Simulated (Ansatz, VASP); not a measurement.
**One calculation of BP, two programs**

File INCAR:

```
ALGO = Normal
EDIFF = 1E-6
ENCUT = 520
GGA = PE
ISIF = 2
ISMEAR = 0
LASPH = True
LCHARG = True
LELF = True
LREAL = False
LVHAR = True
LWAVE = False
NBANDS = 11
NELM = 100
PREC = Accurate
SIGMA = 0.01
```

The input KPOINTS:

```
k-points
0
Gamma
  8 8 8
```

Contents of POSCAR:

```
BP
1.0
    0.0000000000      2.2741914376      2.2741914376
    2.2741914376      0.0000000000      2.2741914376
    2.2741914376      2.2741914376      0.0000000000
B P
1 1
Direct
    0.0000000000      0.0000000000      0.0000000000
    0.2500000000      0.2500000000      0.2500000000
```

Input for Ansatz:

```yaml
crystal:
  lattice:
    - [0.0, 2.2741914376, 2.2741914376]
    - [2.2741914376, 0.0, 2.2741914376]
    - [2.2741914376, 2.2741914376, 0.0]
  atoms:
    - { symbol: B, position: [0.0, 0.0, 0.0] }
    - { symbol: P, position: [0.25, 0.25, 0.25] }
kpoints:
  mp_grid: { grid: [8, 8, 8] }
hamiltonian:
  xc: pbe
scf:
  occupations: { method: fixed }
  n_extra_bands: 4
output:
  forces: true
  stress: true
  eigenvalues: true
```

Alike in both runs: task single point; functional PBE; k mesh 8 × 8 × 8; no spin polarisation.

|  | VASP | Ansatz |
| --- | --- | --- |
| version | VASP 6.6.1 | Ansatz 0.2.0 |
| potentials or method | VASP PAW PBE potentials, release 64 (B, P) | plane waves, PAW |
| plane-wave cutoff (eV) | 520 | 420 |
| occupations | gaussian, width 0.01 eV | fixed |
| valence electrons in the cell | 8 | 8 |

Ansatz gave:

- gap on the k mesh at the Fermi level (eV): 1.28
- pressure (GPa): 0.0

**Question.** Estimate VASP's values.

**Answer.** gap on the k mesh at the Fermi level (eV): 1.28; pressure (GPa): -0.2.
